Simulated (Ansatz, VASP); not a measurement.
# MoS2 in VASP and in Ansatz

```
CELL_PARAMETERS angstrom
1.59259 0.91948 7.43833
-1.59259 0.91948 7.43833
0.00000 -1.83896 7.43833
ATOMIC_POSITIONS crystal
Mo 0.99978 0.99978 0.99978
S 0.40313 0.40313 0.40313
S 0.26309 0.26309 0.26309
```

Alike in both runs: task relaxation of cell and atoms; functional PBE; k mesh 12 × 12 × 12; occupations gaussian, width 0.02 eV; no spin polarisation.

|  | VASP | Ansatz |
| --- | --- | --- |
| version | VASP 6.6.1 | Ansatz 0.2.0 |
| potentials or method | VASP PAW PBE potentials, release 64 (Mo_sv, S), cutoff 600 eV | scalar-relativistic, plane waves, PAW |
| valence electrons in the cell | 26 | 26 |

Ansatz gave:

| Property | Result |
| --- | --- |
| gap on the k mesh at the Fermi level, each at its own relaxed structure (eV) | 1.45 |
| relaxed volume (Å³/atom) | 21.78 |
| relaxed cell length with the largest relative difference (Å) | 7.662 |

Question: Estimate VASP's values.

Answer: gap on the k mesh at the Fermi level, each at its own relaxed structure (eV): 1.46; relaxed volume (Å³/atom): 21.77; relaxed cell length with the largest relative difference (Å): 7.660.
